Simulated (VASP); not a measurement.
Input of a VASP 6.6.1 run:

The input INCAR:

```
PREC = Accurate ; ENCUT = 600
EDIFF = 1E-7 ; ISMEAR = -1
SIGMA = 0.1 ; LREAL = F
LASPH = T ; NELM = 100
ALGO = Normal ; ISIF = 4
LWAVE = F ; LCHARG = F
GGA = CA ; IBRION = 2
NSW = 50 ; EDIFFG = -0.005
```

File KPOINTS:

```
regular mesh
0
Gamma
  9 9 5
```

POSCAR

```
Cs
1.0
    4.0895781690      0.0000000000      0.0000000000
   -2.0447890845      3.5416785851      0.0000000000
    0.0000000000      0.0000000000      6.6251166338
Cs
2
Direct
    0.3333333333      0.6666666667      0.2500000000
    0.6666666667      0.3333333333      0.7500000000
```

Potentials or basis: VASP PAW LDA potentials, release 64 (Cs_sv).

Command:

```console
$ cat potpaw_LDA.64/Cs_sv/POTCAR > POTCAR
$ mpirun -np 1 vasp_std > vasp.out
```

Task: Predict the band gap on the k mesh.

Result: Zero (band 9 reaches 4.26 eV, above the bottom of band 10 at 3.06 eV).

Final structure:
```xyz
2
Lattice="4.0896 0.0000 0.0000 -2.0448 3.5417 0.0000 0.0000 0.0000 6.6251" Properties=species:S:1:pos:R:3 pbc="T T T"
Cs    0.0000    2.3611    1.6563
Cs    2.0448    1.1806    4.9688
```

Caveat: the relaxation stopped at its first step, so nothing moved; spin-orbit coupling is left out, which moves the levels of the heavy elements.
